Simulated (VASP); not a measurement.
Set up this calculation in VASP 6.6.1, as the native input.

| Item | Value |
| --- | --- |
| Task | relaxation of the atoms |
| Functional | PBE |
| Potentials or basis | VASP PAW PBE potentials, release 64 (Be, C) |
| Cutoff | 520 eV |
| k mesh | 11 × 11 × 11 |
| Occupations | fermi-dirac, width 0.02 eV |
| Spin | no spin polarisation |
| Dipole correction | no |
| Further INCAR settings | ALGO = Normal; EDIFF = 1e-07; IBRION = 2; EDIFFG = -0.02; NSW = 80 |

The structure of Be2C lies in POSCAR:

```
Be2C
1.0
    0.0000000000      2.1650000000      2.1650000000
    2.1650000000      0.0000000000      2.1650000000
    2.1650000000      2.1650000000      0.0000000000
Be C
2 1
Direct
    0.2500000000      0.2500000000      0.2500000000
    0.7500000000      0.7500000000      0.7500000000
    0.0000000000      0.0000000000      0.0000000000
```

These files were run (other wordings do the same):

INCAR

```
  ALGO = Normal
  EDIFF = 1E-7
  EDIFFG = -0.02
  ENCUT = 520
  GGA = PE
  GGA_COMPAT = F
  IBRION = 2
  ISIF = 2
  ISMEAR = -1
  LASPH = T
  LCHARG = F
  LREAL = F
  LWAVE = F
  NELM = 120
  NELMIN = 4
  NSW = 80
  PREC = Accurate
  SIGMA = 0.02
```

KPOINTS

```
k-points
0
Gamma
  11 11 11
```

Potentials or basis: VASP PAW PBE potentials, release 64 (Be, C).

Run with:

```console
$ cat potpaw_PBE.64/Be/POTCAR potpaw_PBE.64/C/POTCAR > POTCAR
$ mpirun -np 1 vasp_std > vasp.out
```

Results of the run:

```
Pressure after relaxing : 0.2 GPa
Band gap on the k mesh  : 1.25 eV (least direct gap 4.13 eV)
```

Caveat: the relaxation stopped at its first step, so nothing moved; an odd mesh through Γ misses points on the zone boundary, where band edges can lie.

Run time: 15 s on 1 thread of AMD EPYC 7R13 (shared host), peak memory 0.1 GiB.
